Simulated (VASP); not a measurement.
Input of a VASP 6.6.1 run:

The input INCAR:

```
  PREC = Accurate
  ENCUT = 520
  EDIFF = 1E-6
  ISMEAR = 0
  SIGMA = 0.15
  LREAL = False
  LASPH = True
  NELM = 80
  ALGO = Normal
  ISIF = 2
  LWAVE = False
  LCHARG = False
  NBANDS = 16
```

KPOINTS

```
Automatic mesh
0
Gamma
  16 16 16
```

The input POSCAR:

```
GaSb
1.0
   -1.4537831383      2.5118048186      3.0144395094
    1.4537831383     -2.5118048186      3.0144395094
    1.4537831383      2.5118048186     -3.0144395094
Ga Sb
1 1
Direct
    0.0000000000      0.0000000000      0.0000000000
    0.5000000000      0.5000000000      0.0000000000
```

Potentials or basis: VASP PAW LDA potentials, release 64 (Ga_d, Sb).

The run is started by

```console
$ cat potpaw_LDA.64/Ga_d/POTCAR potpaw_LDA.64/Sb/POTCAR > POTCAR
$ mpirun -np 1 vasp_std > vasp.out
```

(1) Predict the band gap on the k mesh.

(2) Predict the pressure.

Results:

(1) zero (bands 9 and 10 overlap by 5.44 eV).

(2) 2.6 GPa.

Caveat: the cell differs from its parent crystal (strain +e along x and -e along y -0.0400, strain +e along z and -e/2 along x and y +0.0750); the stress differs along the axes, from -8 to 9 GPa; spin-orbit coupling is left out, which moves the levels of the heavy elements.
